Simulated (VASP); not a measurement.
# In (I4/mmm) in VASP: a series of runs

The runs below take In through single point, with PBE.

Program: VASP 6.6.1. These are calculated values, not measurements. Logs are shortened: lines on timing, memory, paths and dates and some standing lists are left out, and cuts for length are marked.

## 1. The cell of the first run

The structure is tetragonal, space group I4/mmm (No. 139). Conventional cell: a = 3.249 Å, b = 3.249 Å, c = 4.585 Å, α = 90.00°, β = 90.00°, γ = 90.00°. In (site symmetry 4/mmm) has 12 In at 3.25 Å within 4.3 Å.

This isn't the form of In at room conditions, which is tetragonal.

## 2. Single point, PBE (24.20 Å³/atom)

Contents of INCAR:

```
SYSTEM = In
PREC = Accurate
ENCUT = 520
EDIFF = 1E-6
ISMEAR = 0
SIGMA = 0.1
LREAL = .False.
LASPH = .True.
NELM = 100
ALGO = Fast
ISIF = 2
LWAVE = .False.
LCHARG = .False.
GGA = PE
NBANDS = 12
```

Contents of KPOINTS:

```
Automatic mesh
0
Gamma
  18 18 18
  0 0 0
```

Contents of POSCAR:

```
In
1.0
   -1.6243845108      1.6243845108      2.2924552057
    1.6243845108     -1.6243845108      2.2924552057
    1.6243845108      1.6243845108     -2.2924552057
In
1
Direct
    0.0000000000      0.0000000000      0.0000000000
```

Potentials or basis: VASP PAW PBE potentials, release 64 (In_d).

Run with:

```
> cat potpaw_PBE.64/In_d/POTCAR > POTCAR
> mpirun -np 1 vasp_std > vasp.out
```

OUTCAR:

```text
SYSTEM = In
   PREC = Accurate
   ENCUT = 520
   EDIFF = 1E-6
   ISMEAR = 0
   LREAL = .False.
   LASPH = .True.
   NELM = 100
   ISIF = 2
   GGA = PE

 ion  position               nearest neighbor table
   1  0.000  0.000  0.000-

  LATTYP: Found a body centered tetragonal cell.
 ALAT       =     3.2487690216
 C/A-ratio  =     1.4112762037

  Lattice vectors:

 A1 = (  -1.6243845108,   1.6243845108,   2.2924552057)
 A2 = (   1.6243845108,  -1.6243845108,   2.2924552057)
 A3 = (   1.6243845108,   1.6243845108,  -2.2924552057)

Analysis of symmetry for initial positions (statically):
=====================================================================
 Subroutine PRICEL returns:
 Original cell was already a primitive cell.

 Routine SETGRP: Setting up the symmetry group for a
 body centered tetragonal supercell.

 Subroutine GETGRP returns: Found 16 space group operations
 (whereof 16 operations were pure point group operations)
 out of a pool of 16 trial point group operations.

The static configuration has the point symmetry D_4h.

Analysis of symmetry for dynamics (positions and initial velocities):
=====================================================================
 Subroutine PRICEL returns:
 Original cell was already a primitive cell.

 Routine SETGRP: Setting up the symmetry group for a
 body centered tetragonal supercell.

 Subroutine GETGRP returns: Found 16 space group operations
 (whereof 16 operations were pure point group operations)
 out of a pool of 16 trial point group operations.

The dynamic configuration has the point symmetry D_4h.

 Subroutine INISYM returns: Found 16 space group operations
 (whereof 16 operations are pure point group operations),
 and found     1 'primitive' translations

----------------------------------------------------------------------------------------

                                     Primitive cell

  volume of cell :      24.1957

  direct lattice vectors                    reciprocal lattice vectors
    -1.624384511  1.624384511  2.292455206     0.000000000  0.307808894  0.218106770
     1.624384511 -1.624384511  2.292455206     0.307808894  0.000000000  0.218106770
     1.624384511  1.624384511 -2.292455206     0.307808894  0.307808894  0.000000000

  length of vectors
     3.245396886  3.245396886  3.245396886     0.377249093  0.377249093  0.435307513

  position of ions in fractional coordinates (direct lattice)
     0.000000000  0.000000000  0.000000000

  ion indices of the primitive-cell ions
   primitive index   ion index
                 1           1

----------------------------------------------------------------------------------------

 KPOINTS: Automatic mesh

Automatic generation of k-mesh.
 Grid dimensions read from file:
 generate k-points for:   18   18   18

 Generating k-lattice:

  Cartesian coordinates                     Fractional coordinates (reciprocal lattice)
     0.000000000  0.017100494  0.012117043     0.055555556  0.000000000 -0.000000000
     0.017100494  0.000000000  0.012117043     0.000000000  0.055555556 -0.000000000
     0.017100494  0.017100494  0.000000000     0.000000000  0.000000000  0.055555556

  Length of vectors
     0.020958283  0.020958283  0.024183751

  Shift w.r.t. Gamma in fractional coordinates (k-lattice)
     0.000000000  0.000000000  0.000000000

 Subroutine IBZKPT returns following result:
 ===========================================

 Found    480 irreducible k-points:

 Following reciprocal coordinates:
            Coordinates               Weight
  0.000000  0.000000  0.000000      1.000000
  0.055556 -0.000000  0.000000      8.000000
  0.111111 -0.000000  0.000000      8.000000
  0.166667 -0.000000  0.000000      8.000000
  0.222222 -0.000000  0.000000      8.000000
  0.277778 -0.000000  0.000000      8.000000
[... 16 lines left out ...]
 -0.277778  0.055556 -0.000000     16.000000
 -0.222222  0.055556  0.000000     16.000000
 [... further k-points ...]
   k-points           NKPTS =    480   k-points in BZ     NKDIM =    480   number of bands    NBANDS=     12
   number of dos      NEDOS =    301   number of ions     NIONS =      1
   total plane-waves  NPLWV =  13824
   dimension x,y,z NGX =    24 NGY =   24 NGZ =   24
   dimension x,y,z NGXF=    48 NGYF=   48 NGZF=   48
   ions per type =               1
   NGX,Y,Z   is equivalent  to a cutoff of  12.29, 12.29, 12.29 a.u.
   NGXF,Y,Z  is equivalent  to a cutoff of  24.59, 24.59, 24.59 a.u.
 SYSTEM =  In
   PREC   = accura    normal or accurate (medium, high low for compatibility)
   ISTART =      0    job   : 0-new  1-cont  2-samecut
   ICHARG =      2    charge: 1-file 2-atom 10-const
   ISPIN  =      1    spin polarized calculation?
   LNONCOLLINEAR =      F non collinear calculations
   LSORBIT =      F    spin-orbit coupling
   LASPH  =      T    aspherical Exc in radial PAW
   ENCUT  =  520.0 eV  38.22 Ry    6.18 a.u.   6.03  6.03  6.03*2*pi/ulx,y,z
   NELM   =    100;   NELMIN=  2; NELMDL= -5     # of ELM steps
   EDIFF  = 0.1E-05   stopping-criterion for ELM
   LREAL  =      F    real-space projection
   EDIFFG = 0.1E-04   stopping-criterion for IOM
   NSW    =      0    number of steps for IOM
   IBRION =     -1    ionic relax: 0-MD 1-quasi-New 2-CG
   NFREE  =      0    steps in history (QN), initial steepest desc. (CG)
   ISIF   =      2    stress and relaxation
   ISYM   =      2    0-nonsym 1-usesym 2-fastsym
   POTIM  = 0.5000    time-step for ionic-motion
   TEBEG  =    0.0;   TEEND  =   0.0 temperature during run
   PSTRESS=    0.0 pullay stress
   NELECT =      13.0000    total number of electrons
   NUPDOWN=      -1.0000    fix difference up-down
   EMIN   =  10.00;   EMAX   =-10.00  energy-range for DOS
   EFERMI =   0.00;   METHOD = LEGACY
   ISMEAR =     0;   SIGMA  =   0.10  broadening in eV -4-tet -1-fermi 0-gaus
   EFERMI_NEDOS =   21; number of points for ismear=-14 and -15
   IALGO  =     68    algorithm
   IMIX   =      4    mixing-type and parameters
     AMIX     =   0.40;   BMIX     =  1.00
     AMIX_MAG =   1.60;   BMIX_MAG =  1.00
  volume/ion in A,a.u.               =      24.20       163.28
  Fermi-wavevector in a.u.,A,eV,Ry     =   1.330893  2.515023 24.099672  1.771276
  Thomas-Fermi vector in A             =   2.459945
   LORBIT       =      0    0 simple, 1 ext, 2 COOP (PROOUT), +10 PAW based schemes
   GGA     = PE    functional components
   LHFCALC =     F    Hartree Fock is set to
   AEXX    =    0.0000 exact exchange contribution
   IVDW    =     0    specifies the selected vdW correction
   LEPSILON=     F    determine dielectric tensor
   LRPA    =     F    only Hartree local field effects (RPA)
 non-spin polarized calculation
 RMM-DIIS sequential band-by-band and
 Gauss-broadening in eV      SIGMA  =   0.10
  energy-cutoff  :      520.00
  volume of cell :       24.20
 maximum number of plane-waves:       663
   NGX = 13   NGY = 13   NGZ = 13

 number of electron      13.0000000 magnetization

 Free energy of the ion-electron system (eV)
  ---------------------------------------------------
  ext. energy  EPLUGINS =         0.00000000
  ---------------------------------------------------
  free energy    TOTEN  =        -2.50413477 eV

  energy without entropy =       -2.50192066  energy(sigma->0) =       -2.50302772

 E-fermi :   8.5060     XC(G=0): -10.6296

 val. band max:        8.4996669147   @ k =  -0.4444   0.4444   0.1667
 cond. band min:       8.5061290906   @ k =  -0.3889  -0.3889   0.1111
 fundamental gap:      0.0064621760
 Fermi energy:         8.5060296347

 k-point     1 :       0.0000    0.0000    0.0000
  band No.  band energies     occupation
      1      -6.2796      2.00000
      2      -6.2796      2.00000
      3      -6.2764      2.00000
      4      -6.0685      2.00000
      5      -6.0649      2.00000
      6      -1.6570      2.00000
      7      19.7357      0.00000
      8      19.7414      0.00000
      9      19.7414      0.00000
     10      20.1167      0.00000
     11      23.1131      0.00000
     12      23.1146      0.00000

 k-point     2 :       0.0556   -0.0000    0.0000
  band No.  band energies     occupation
      1      -6.2801      2.00000
      2      -6.2729      2.00000
      3      -6.2706      2.00000
      4      -6.0694      2.00000
      5      -6.0659      2.00000
      6      -1.5853      2.00000
      7      18.6949      0.00000
      8      19.6009      0.00000
      9      19.6022      0.00000
     10      20.0532      0.00000
     11      23.3435      0.00000
     12      23.3440      0.00000

 k-point     3 :       0.1111   -0.0000    0.0000
  band No.  band energies     occupation
      1      -6.2846      2.00000
      2      -6.2557      2.00000
      3      -6.2536      2.00000
      4      -6.0700      2.00000
      5      -6.0668      2.00000
      6      -1.3687      2.00000
      7      16.7642      0.00000
      8      19.2685      0.00000
      9      19.2728      0.00000
     10      20.0350      0.00000
     11      23.9470      0.00000
     12      23.9734      0.00000

 k-point     4 :       0.1667   -0.0000    0.0000
  band No.  band energies     occupation
      1      -6.2937      2.00000
      2      -6.2369      2.00000
      3      -6.2346      2.00000
      4      -6.0632      2.00000
      5      -6.0607      2.00000
      6      -1.0040      2.00000
      7      14.7366      0.00000
      8      18.8673      0.00000
      9      18.8784      0.00000
     10      20.0026      0.00000
     11      23.9246      0.00000
     12      24.4700      0.00000

 k-point     5 :       0.2222   -0.0000    0.0000
  band No.  band energies     occupation
      1      -6.3077      2.00000
      2      -6.2281      2.00000
      3      -6.2255      2.00000
      4      -6.0397      2.00000
      5      -6.0382      2.00000
      6      -0.4876      2.00000
      7      12.7518      0.00000
      8      18.4717      0.00000
      9      18.4900      0.00000
     10      19.9357      0.00000
     11      23.4428      0.00000
     12      23.5968      0.00000
[... 228 lines left out ...]
      1      -6.3524      2.00000
      2      -6.2562      2.00000
      3      -6.2379      2.00000
      4      -5.9552      2.00000
      5      -5.9086      2.00000
      6       1.7035      2.00000
      7       7.9942      2.00000
      8      16.9655      0.00000
      9      17.5151      0.00000
     10      19.1678      0.00000
     11      22.2791      0.00000
     12      22.7648      0.00000

 k-point    22 :      -0.3333    0.0556   -0.0000
  band No.  band energies     occupation
      1      -6.3374      2.00000
      2      -6.2415      2.00000
      3      -6.2248      2.00000
      4      -6.0013      2.00000
      5      -5.9461      2.00000
      6       0.7796      2.00000
      7       9.7051      0.00000
      8      17.0783      0.00000
      9      17.9123      0.00000
     10      19.5065      0.00000
     11      22.2162      0.00000
     12      23.3743      0.00000

 k-point    23 :      -0.2778    0.0556   -0.0000
  band No.  band energies     occupation
      1      -6.3221      2.00000
      2      -6.2279      2.00000
      3      -6.2149      2.00000
      4      -6.0464      2.00000
      5      -5.9881      2.00000
      6       0.0069      2.00000
      7      11.5322      0.00000
      8      17.3060      0.00000
      9      18.2753      0.00000
     10      20.0019      0.00000
     11      22.1622      0.00000
     12      23.9110      0.00000

 k-point    24 :      -0.2222    0.0556    0.0000
  band No.  band energies     occupation
      1      -6.3094      2.00000
      2      -6.2232      2.00000
      3      -6.2144      2.00000
      4      -6.0785      2.00000
      5      -6.0240      2.00000
      6      -0.6122      2.00000
      7      13.4595      0.00000
      8      17.6387      0.00000
      9      18.6060      0.00000
     10      20.4544      0.00000
     11      22.2283      0.00000
     12      24.0336      0.00000

 [... further k-points ...]

------------------------ aborting loop because EDIFF is reached ----------------------------------------

  FORCE on cell =-STRESS in cart. coord.  units (eV):
  Direction    XX          YY          ZZ          XY          YZ          ZX
  --------------------------------------------------------------------------------------
  -------------------------------------------------------------------------------------
  Total        0.9496756      0.9496756      0.9509382      0.0000000     -0.0000000      0.0000000
  in kB       62.8850419     62.8850419     62.9686470      0.0000000     -0.0000000      0.0000000
  external PRESSURE =      62.9129103 kB  Pullay stress =       0.0000000 kB

 VOLUME and BASIS-vectors are now :
 -----------------------------------------------------------------------------
  energy-cutoff  :      520.00
  volume of cell :       24.20
      direct lattice vectors                 reciprocal lattice vectors
    -1.624384511  1.624384511  2.292455206     0.000000000  0.307808894  0.218106770
     1.624384511 -1.624384511  2.292455206     0.307808894  0.000000000  0.218106770
     1.624384511  1.624384511 -2.292455206     0.307808894  0.307808894  0.000000000

 POSITION                                       TOTAL-FORCE (eV/Angst)
 -----------------------------------------------------------------------------------
      0.00000      0.00000      0.00000        -0.000000      0.000000      0.000000
 -----------------------------------------------------------------------------------
    total drift:                               -0.000000      0.000000      0.000000

  FREE ENERGIE OF THE ION-ELECTRON SYSTEM (eV)
  ---------------------------------------------------
  free  energy   TOTEN  =        -2.5041347712 eV

  energy  without entropy=       -2.5019206596  energy(sigma->0) =       -2.50302772
```

It took 1.8 min on 1 thread of AMD EPYC 7R43 (Zen 3), shared host; peak memory 0.2 GiB.

Results:

```yaml
Free_energy: -2.5041 eV
Pressure: 6.3 GPa
Band_gap_on_the_k_mesh: zero (an odd number of electrons rules out a gap without spin polarisation)
```

Caveat: the cell stands under pressure; spin-orbit coupling is left out, which moves the levels of the heavy elements.

## 3. Single point, PBE (25.02 Å³/atom)

This run uses another cell than the first one, of 25.02 Å³/atom.

Contents of INCAR:

```
SYSTEM = In
ALGO = Fast ; EDIFF = 1E-6
ENCUT = 520 ; GGA = PE
ISIF = 2 ; ISMEAR = 0
LASPH = .True. ; LCHARG = .False.
LREAL = .False. ; LWAVE = .False.
NBANDS = 12 ; NELM = 100
PREC = Accurate ; SIGMA = 0.1
```

Contents of KPOINTS:

```
k-points
0
Gamma
  18 18 18
  0 0 0
```

Contents of POSCAR:

```
In
1.0
   -1.6426375499      1.6426375499      2.3182152855
    1.6426375499     -1.6426375499      2.3182152855
    1.6426375499      1.6426375499     -2.3182152855
In
1
Direct
    0.0000000000      0.0000000000      0.0000000000
```

Potentials or basis: VASP PAW PBE potentials, release 64 (In_d).

Run with:

```
> cat potpaw_PBE.64/In_d/POTCAR > POTCAR
> mpirun -np 1 vasp_std > vasp.out
```

Run time: 2 min. Hardware: 1 thread of AMD EPYC 7R43 (Zen 3), shared host; peak memory 0.21 GiB.

The run converged. Its results:

```
Free energy            : -2.5317 eV
Pressure               : 4.2 GPa
Band gap on the k mesh : zero (an odd number of electrons rules out a gap without spin polarisation)
```

Levels at points of the mesh, in eV from the Fermi level:
```tsv
k point	band 4	band 5	band 6	band 7	band 8	band 9
(0.00, 0.00, 0.00)	-14.53	-14.52	-9.89	10.94	10.95	10.95
(0.50, 0.00, 0.00)	-14.35	-14.35	-4.38	-3.61	8.68	8.72
(0.50, 0.50, 0.00)	-14.31	-14.30	-2.40	-2.04	4.11	4.12
(0.50, 0.50, 0.50)	-14.31	-14.31	-2.38	-2.00	4.08	4.08
```

Caveat: the cell stands under pressure; spin-orbit coupling is left out, which moves the levels of the heavy elements.

(Part 1 of 2 ends here.)
